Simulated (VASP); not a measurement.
# VH2 in VASP: a series of runs, part 2 of 2

VASP 6.6.1.

**5. Single point, r2SCAN**

This run uses another cell than the first one: it holds 3 atoms, not 6.

POSCAR

```
VH2
1.0
    0.0000000000      2.0661514445      2.0661514445
    2.0661514445      0.0000000000      2.0661514445
    2.0661514445      2.0661514445      0.0000000000
V H
1 2
Direct
    0.0000000000      0.0000000000      0.0000000000
    0.2500000000      0.2500000000      0.2500000000
    0.7500000000      0.7500000000      0.7500000000
```

INCAR.step1

```
SYSTEM = VH2
ALGO = Normal
EDIFF = 1E-4
ENCUT = 520
GGA = PE
ISMEAR = 0
LASPH = .TRUE.
LCHARG = .FALSE.
LREAL = .FALSE.
LWAVE = .TRUE.
NBANDS = 14
NELM = 100
PREC = Accurate
SIGMA = 0.1
```

INCAR.step2

```
SYSTEM = VH2
ALGO = Normal
EDIFF = 1E-7
ENCUT = 520
ISIF = 2
ISMEAR = 0
ISTART = 1
LASPH = .TRUE.
LCHARG = .TRUE.
LELF = .TRUE.
LMIXTAU = .TRUE.
LREAL = .FALSE.
LVHAR = .TRUE.
LWAVE = .FALSE.
METAGGA = R2SCAN
NBANDS = 14
NELM = 100
PREC = Accurate
SIGMA = 0.1
```

KPOINTS

```
k-points
0
G
  16 16 16
  0 0 0
```

Potentials or basis: VASP PAW PBE potentials, release 64 (V_sv, H).

Started as:

```bash
$ cat potpaw_PBE.64/V_sv/POTCAR potpaw_PBE.64/H/POTCAR > POTCAR
$ cp INCAR.step1 INCAR
$ mpirun -np 1 vasp_std > vasp.out
$ cp INCAR.step2 INCAR
$ mpirun -np 1 vasp_std > vasp.out
```

OUTCAR:

```text
SYSTEM = VH2
   EDIFF = 1E-7
   ENCUT = 520
   ISIF = 2
   ISMEAR = 0
   ISTART = 1
   LASPH = .TRUE.
   LREAL = .FALSE.
   METAGGA = R2SCAN
   NELM = 100
   PREC = Accurate

 ion  position               nearest neighbor table
   1  0.000  0.000  0.000-   3 1.79   3 1.79   3 1.79   2 1.79   3 1.79   2 1.79   2 1.79   2 1.79

   2  0.250  0.250  0.250-   1 1.79   1 1.79   1 1.79   1 1.79
   3  0.750  0.750  0.750-   1 1.79   1 1.79   1 1.79   1 1.79

  LATTYP: Found a face centered cubic cell.
 ALAT       =     4.1323028890

  Lattice vectors:

 A1 = (   0.0000000000,   2.0661514445,   2.0661514445)
 A2 = (   2.0661514445,   0.0000000000,   2.0661514445)
 A3 = (   2.0661514445,   2.0661514445,   0.0000000000)

Analysis of symmetry for initial positions (statically):
=====================================================================
 Subroutine PRICEL returns:
 Original cell was already a primitive cell.

 Routine SETGRP: Setting up the symmetry group for a
 face centered cubic supercell.

 Subroutine GETGRP returns: Found 48 space group operations
 (whereof 48 operations were pure point group operations)
 out of a pool of 48 trial point group operations.

The static configuration has the point symmetry O_h .

Analysis of symmetry for dynamics (positions and initial velocities):
=====================================================================
 Subroutine PRICEL returns:
 Original cell was already a primitive cell.

 Routine SETGRP: Setting up the symmetry group for a
 face centered cubic supercell.

 Subroutine GETGRP returns: Found 48 space group operations
 (whereof 48 operations were pure point group operations)
 out of a pool of 48 trial point group operations.

The dynamic configuration has the point symmetry O_h .

 Subroutine INISYM returns: Found 48 space group operations
 (whereof 48 operations are pure point group operations),
 and found     1 'primitive' translations

----------------------------------------------------------------------------------------

                                     Primitive cell

  volume of cell :      17.6407

  direct lattice vectors                    reciprocal lattice vectors
     0.000000000  2.066151444  2.066151444    -0.241995814  0.241995814  0.241995814
     2.066151444  0.000000000  2.066151444     0.241995814 -0.241995814  0.241995814
     2.066151444  2.066151444  0.000000000     0.241995814  0.241995814 -0.241995814

  length of vectors
     2.921979395  2.921979395  2.921979395     0.419149045  0.419149045  0.419149045

  position of ions in fractional coordinates (direct lattice)
     0.000000000  0.000000000  0.000000000
     0.250000000  0.250000000  0.250000000
     0.750000000  0.750000000  0.750000000

  ion indices of the primitive-cell ions
   primitive index   ion index
                 1           1
                 2           2
                 3           3

----------------------------------------------------------------------------------------

 KPOINTS: k-points

Automatic generation of k-mesh.
 Grid dimensions read from file:
 generate k-points for:   16   16   16

 Generating k-lattice:

[... 21 lines left out ...]
  0.187500  0.000000  0.000000      8.000000
  0.250000  0.000000  0.000000      8.000000
  0.312500  0.000000  0.000000      8.000000
[... 16 lines left out ...]
 -0.125000  0.062500  0.000000     24.000000
 -0.062500  0.062500  0.000000     12.000000
 [... further k-points ...]
   k-points           NKPTS =    145   k-points in BZ     NKDIM =    145   number of bands    NBANDS=     14
   number of dos      NEDOS =    301   number of ions     NIONS =      3
   total plane-waves  NPLWV =  13824
   dimension x,y,z NGX =    24 NGY =   24 NGZ =   24
   dimension x,y,z NGXF=    48 NGYF=   48 NGZF=   48
   ions per type =               1   2
   NGX,Y,Z   is equivalent  to a cutoff of  13.65, 13.65, 13.65 a.u.
   NGXF,Y,Z  is equivalent  to a cutoff of  27.31, 27.31, 27.31 a.u.
 SYSTEM =  VH2
   PREC   = accura    normal or accurate (medium, high low for compatibility)
   ISTART =      1    job   : 0-new  1-cont  2-samecut
   ICHARG =      0    charge: 1-file 2-atom 10-const
   ISPIN  =      1    spin polarized calculation?
   LNONCOLLINEAR =      F non collinear calculations
   LSORBIT =      F    spin-orbit coupling
   LASPH  =      T    aspherical Exc in radial PAW
   ENCUT  =  520.0 eV  38.22 Ry    6.18 a.u.   5.43  5.43  5.43*2*pi/ulx,y,z
   NELM   =    100;   NELMIN=  2; NELMDL=  0     # of ELM steps
   EDIFF  = 0.1E-06   stopping-criterion for ELM
   LREAL  =      F    real-space projection
   EDIFFG = 0.1E-05   stopping-criterion for IOM
   NSW    =      0    number of steps for IOM
   IBRION =     -1    ionic relax: 0-MD 1-quasi-New 2-CG
   NFREE  =      0    steps in history (QN), initial steepest desc. (CG)
   ISIF   =      2    stress and relaxation
   ISYM   =      2    0-nonsym 1-usesym 2-fastsym
   POTIM  = 0.5000    time-step for ionic-motion
   TEBEG  =    0.0;   TEEND  =   0.0 temperature during run
   PSTRESS=    0.0 pullay stress
   NELECT =      15.0000    total number of electrons
   NUPDOWN=      -1.0000    fix difference up-down
   EMIN   =  10.00;   EMAX   =-10.00  energy-range for DOS
   EFERMI =   0.00;   METHOD = LEGACY
   ISMEAR =     0;   SIGMA  =   0.10  broadening in eV -4-tet -1-fermi 0-gaus
   EFERMI_NEDOS =   21; number of points for ismear=-14 and -15
   IALGO  =     38    algorithm
   IMIX   =      4    mixing-type and parameters
     AMIX     =   0.40;   BMIX     =  1.00
     AMIX_MAG =   1.60;   BMIX_MAG =  1.00
  volume/ion in A,a.u.               =       5.88        39.68
  Fermi-wavevector in a.u.,A,eV,Ry     =   1.550957  2.930884 32.728375  2.405468
  Thomas-Fermi vector in A             =   2.655546
   LORBIT       =      0    0 simple, 1 ext, 2 COOP (PROOUT), +10 PAW based schemes
   METAGGA = R2SCAN    functional components
   LHFCALC =     F    Hartree Fock is set to
   AEXX    =    0.0000 exact exchange contribution
   IVDW    =     0    specifies the selected vdW correction
   LEPSILON=     F    determine dielectric tensor
   LRPA    =     F    only Hartree local field effects (RPA)
 non-spin polarized calculation
 Gauss-broadening in eV      SIGMA  =   0.10
  energy-cutoff  :      520.00
  volume of cell :       17.64
 maximum number of plane-waves:       531
 NGX is ok and might be reduce to    24

 number of electron      15.0000003 magnetization

 Free energy of the ion-electron system (eV)
  ---------------------------------------------------
  ext. energy  EPLUGINS =         0.00000000
  ---------------------------------------------------
  free energy    TOTEN  =       -21.72107353 eV

  energy without entropy =      -21.71495010  energy(sigma->0) =      -21.71801181

 E-fermi :   9.2960     XC(G=0): -13.5884

 val. band max:        9.2891562244   @ k =   0.2500   0.2500   0.0000
 cond. band min:       9.2981179038   @ k =   0.5000   0.2500   0.0625
 fundamental gap:      0.0089616794
 Fermi energy:         9.2960051433

 k-point     1 :       0.0000    0.0000    0.0000
  band No.  band energies     occupation
      1     -57.9226      2.00000
      2     -30.4395      2.00000
      3     -30.4395      2.00000
      4     -30.4395      2.00000
      5      -3.4074      2.00000
      6       8.1813      2.00000
      7       8.1813      2.00000
      8       8.1813      2.00000
      9      10.1637      0.00000
     10      10.1637      0.00000
     11      10.1937      0.00000
     12      26.7044      0.00000
     13      28.1500      0.00000
     14      28.1500      0.00000
[... 377 lines left out ...]
      1     -57.9150      2.00000
      2     -30.4857      2.00000
      3     -30.4520      2.00000
      4     -30.4428      2.00000
      5      -3.0999      2.00000
      6       6.8272      2.00000
      7       8.2991      2.00000
      8       8.3069      2.00000
      9      10.0240      0.00000
     10      10.1693      0.00000
     11      11.7255      0.00000
     12      24.2812      0.00000
     13      27.1079      0.00000
     14      28.1919      0.00000

 [... further k-points ...]
[... 5 lines left out ...]
  --------------------------------------------------------------------------------------
  -------------------------------------------------------------------------------------
  Total        0.9366270      0.9366270      0.9366270      0.0000000     -0.0000000      0.0000000
  in kB       85.0669389     85.0669389     85.0669389      0.0000000     -0.0000000      0.0000000
  external PRESSURE =      85.0669389 kB  Pullay stress =       0.0000000 kB

 VOLUME and BASIS-vectors are now :
 -----------------------------------------------------------------------------
  energy-cutoff  :      520.00
  volume of cell :       17.64
      direct lattice vectors                 reciprocal lattice vectors
     0.000000000  2.066151444  2.066151444    -0.241995814  0.241995814  0.241995814
     2.066151444  0.000000000  2.066151444     0.241995814 -0.241995814  0.241995814
     2.066151444  2.066151444  0.000000000     0.241995814  0.241995814 -0.241995814

 POSITION                                       TOTAL-FORCE (eV/Angst)
 -----------------------------------------------------------------------------------
      0.00000      0.00000      0.00000         0.000000     -0.000000      0.000000
      1.03308      1.03308      1.03308         0.000000      0.000000     -0.000000
      3.09923      3.09923      3.09923        -0.000000     -0.000000      0.000000
 -----------------------------------------------------------------------------------
    total drift:                               -0.000000      0.000000      0.000000

  FREE ENERGIE OF THE ION-ELECTRON SYSTEM (eV)
  ---------------------------------------------------
  free  energy   TOTEN  =       -21.7210735268 eV

  energy  without entropy=      -21.7149500978  energy(sigma->0) =      -21.71801181
```

Wall time 38 s (1 thread of Intel Xeon 6975P-C (Granite Rapids), shared host); peak memory 0.17 GiB.

Results:

```yaml
Free_energy: -21.7211 eV
Pressure: 8.5 GPa
Band_gap_on_the_k_mesh: zero (an odd number of electrons rules out a gap without spin polarisation)
```

Caveat: the cell stands under pressure; the PAW data sets were made with another functional, which shifts forces and pressure a little; an odd number of electrons without spin polarisation forces a metal; a magnetic or distorted state may lie lower.

**6. The runs side by side**

| cell | k mesh | gap on the mesh (eV) | pressure (GPa) |
| --- | --- | --- | --- |
| a = 2.931, b = 2.931, c = 4.213 Å, 6 atoms, atomic positions A | 12 × 12 × 8 | none | 3.1 |
| a = 2.840 Å, angles 60.0°, 3 atoms, atomic positions B | 16 × 16 × 16 | none | 30.6 |
| a = 2.893 Å, angles 60.0°, 3 atoms, atomic positions B | 16 × 16 × 16 | none | 15.6 |
| a = 2.922 Å, angles 60.0°, 3 atoms, atomic positions B | 16 × 16 × 16 | none | 8.5 |

Alike in all rows: task single point; level r2SCAN; potentials or basis VASP PAW PBE potentials, release 64 (V_sv, H); no spin polarisation; cutoff (eV) 520; smearing gaussian 0.1 eV.

Caveats: the cell stands under pressure; the PAW data sets were made with another functional, which shifts forces and pressure a little; an odd number of electrons without spin polarisation forces a metal (at least some runs); a magnetic or distorted state may lie lower (at least some runs).

Total energies depend on the potentials used, so only differences within one code and one set of settings carry meaning.

The gap in the log of VASP goes by the Fermi energy; the results here count the filled bands.